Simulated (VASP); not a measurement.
Input of a VASP 6.6.1 run:

The input POSCAR:

```
WSe2
1.0
    1.6510739550      0.9532479924      6.5796479589
   -1.6510739550      0.9532479924      6.5796479589
    0.0000000000     -1.9064959847      6.5796479589
W Se
1 2
Direct
   -0.0000183143     -0.0000183143     -0.0000183143
    0.4176504314      0.4176504314      0.4176504314
    0.2490345495      0.2490345495      0.2490345495
```

Contents of INCAR.step1:

```
PREC = Accurate
ENCUT = 500
EDIFF = 1E-8
ISMEAR = 0
SIGMA = 0.01
LREAL = False
LASPH = True
NELM = 80
ALGO = Normal
LWAVE = True
LCHARG = False
GGA = PE
```

File INCAR.step2:

```
PREC = Accurate
ENCUT = 500
EDIFF = 1E-8
ISMEAR = 0
SIGMA = 0.01
LREAL = False
LASPH = True
NELM = 1
ALGO = Exact
LWAVE = True
LCHARG = False
GGA = PE
NBANDS = 113
LOPTICS = True
ISTART = 1
```

INCAR.step3

```
PREC = Accurate
ENCUT = 500
EDIFF = 1E-8
ISMEAR = 0
SIGMA = 0.01
LREAL = False
LASPH = True
ALGO = EVGW0
LWAVE = False
LCHARG = False
GGA = PE
NELMGW = 1
NBANDS = 113
ENCUTGW = 80.0
NOMEGA = 96
PRECFOCK = Fast
ISTART = 1
NBANDSGW = 21
OMEGAMAX = 20
```

File KPOINTS:

```
regular mesh
0
Gamma
  4 4 4
```

Potentials or basis: VASP PAW PBE potentials, release 64 (W_sv_GW, Se_GW).

Run with:

```console
$ cat potpaw_PBE.64/W_sv_GW/POTCAR potpaw_PBE.64/Se_GW/POTCAR > POTCAR
$ cp INCAR.step1 INCAR
$ mpirun -np 1 vasp_std > vasp.out
$ cp INCAR.step2 INCAR
$ mpirun -np 1 vasp_std > vasp.out
$ cp INCAR.step3 INCAR
$ mpirun -np 1 vasp_std > vasp.out
```

Estimate the quasiparticle gap.

1.71 eV.

What does it give for the least direct quasiparticle gap?

2.67 eV.

What does it give for the band gap of the starting levels on the mesh?

1.38 eV.

Estimate the least direct gap of the starting levels on the mesh.

2.23 eV.

Caveat: the k points lie up to 0.56 Å⁻¹ apart; bands, screening cutoff and mesh are small and nothing is extrapolated, so the quasiparticle values aren't converged; spin-orbit coupling is left out, which moves the levels of the heavy elements.
